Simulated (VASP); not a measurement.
Input of a VASP 6.6.1 run:

The input INCAR:

```
SYSTEM = Sc
  PREC = Accurate
  ENCUT = 520
  EDIFF = 1E-7
  ISMEAR = -1
  SIGMA = 0.05
  LREAL = .False.
  LASPH = .True.
  NELM = 80
  ALGO = Fast
  ISIF = 2
  LWAVE = .False.
  LCHARG = .True.
  LELF = .True.
  LVHAR = .True.
  NBANDS = 12
```

Contents of KPOINTS:

```
regular mesh
0
Gamma
  11 11 12
  0 0 0
```

Contents of POSCAR:

```
Sc
1.0
   -0.0116770000      2.2503010000      2.2952860000
    2.2484430000     -0.0235140000      2.3071230000
    2.2121240000      2.2258190000      0.0128050000
Sc
1
Direct
   -0.0081780000      0.0007790000     -0.0045000000
```

Potentials or basis: VASP PAW LDA potentials, release 64 (Sc_sv).

Run with:

```bash
$ cat potpaw_LDA.64/Sc_sv/POTCAR > POTCAR
$ mpirun -np 1 vasp_std > vasp.out
```

Question: What does it give for the pressure?

Answer: -1.7 GPa.

Question: Estimate the band gap on the k mesh.

Answer: Zero (an odd number of electrons rules out a gap without spin polarisation).

Stress tensor (GPa, compression positive):
```
-1.33  0.79 -0.37
 0.79 -1.49 -0.03
-0.37 -0.03 -2.16
```
